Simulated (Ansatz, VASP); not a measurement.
HfO2: VASP beside Ansatz

```
Hf O
1.0
     5.22036    0.00000    0.00000
     0.00000    5.28941    0.00000
    -0.87584    0.00000    5.21387
Hf O
4 8
Cartesian
  0.8181 2.4347 3.6914
  3.0885 5.0794 4.1294
  3.5264 2.8547 1.5224
  1.2560 0.2100 1.0845
  -0.3542 0.8907 4.4146
  4.2608 3.5354 3.4062
  4.6987 4.3987 0.7993
  0.0837 1.7540 1.8076
  1.4840 3.9242 5.1101
  2.4226 1.2795 2.7107
  2.8606 1.3652 0.1038
  1.9219 4.0099 2.5032
```

Alike in both runs: task single point; functional PBE; k mesh 4 × 4 × 4; occupations fermi-dirac, width 0.05 eV; no spin polarisation.

|  | VASP | Ansatz |
| --- | --- | --- |
| version | VASP 6.6.1 | Ansatz 0.2.0 |
| potentials or method | VASP PAW PBE potentials, release 64 (Hf_pv, O) | Ansatz PAW |
| plane-wave cutoff (eV) | 520 | 420 |
| valence electrons in the cell | 88 | 152 |

Ansatz gave:

| Property | Result |
| --- | --- |
| gap on the k mesh at the Fermi level (eV) | 3.98 |
| least direct gap on the mesh (eV) | 4.08 |
| pressure (GPa) | -3.6 |
| traceless stress, the component that is largest in VASP (GPa) | 4.24 |
| rms of the force components (eV/Å) | 0.143 |

What did VASP give for the same quantities?

gap on the k mesh at the Fermi level (eV): 3.94; least direct gap on the mesh (eV): 4.03; pressure (GPa): -6.6; traceless stress, the component that is largest in VASP (GPa): 4.27; rms of the force components (eV/Å): 0.146.

Atom by atom the forces differ by 0.033 eV/Å (rms over components). VASP's potentials hold 88 valence electrons a cell and Ansatz's 152, so a difference there can come from the potentials and not from the codes.

Spin-orbit coupling is off throughout.
